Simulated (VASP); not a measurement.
Input of a VASP 6.6.1 run:

Contents of INCAR:

```
PREC = Accurate ; ENCUT = 600
EDIFF = 1E-6 ; ISMEAR = 0
SIGMA = 0.05 ; LREAL = F
LASPH = T ; NELM = 100
ALGO = Normal ; ISIF = 4
LWAVE = F ; LCHARG = F
GGA = PE ; IBRION = 2
NSW = 60 ; EDIFFG = -0.01
```

Contents of KPOINTS:

```
Automatic mesh
0
Gamma
  6 6 10
```

Contents of POSCAR:

```
SnO2
1.0
    4.7380000000      0.0000000000      0.0000000000
    0.0000000000      4.7380000000      0.0000000000
    0.0000000000      0.0000000000      3.1865000000
Sn O
2 4
Direct
    0.0000000000      0.0000000000      0.0000000000
    0.5000000000      0.5000000000      0.5000000000
    0.3071000000      0.3071000000      0.0000000000
    0.1929000000      0.8071000000      0.5000000000
    0.6929000000      0.6929000000      0.0000000000
    0.8071000000      0.1929000000      0.5000000000
```

Potentials or basis: VASP PAW PBE potentials, release 64 (Sn_d, O).

The run is started by

```bash
$ cat potpaw_PBE.64/Sn_d/POTCAR potpaw_PBE.64/O/POTCAR > POTCAR
$ mpirun -np 1 vasp_std > vasp.out
```

**Question.** Estimate the band gap on the k mesh.

**Answer.** 1.21 eV, direct.

Step by step:
```csv
step,energy change (eV),largest force (eV/Å),pressure (GPa),volume (Å³)
1,0.0000,0.2935,11.61,71.53
2,-0.0101,0.1103,10.70,71.53
3,-0.0109,0.0232,10.87,71.53
4,-0.0111,0.0074,10.84,71.53
```

Caveat: spin-orbit coupling is left out, which moves the levels of the heavy elements. As with any semilocal functional, this PBE gap is likely too small.
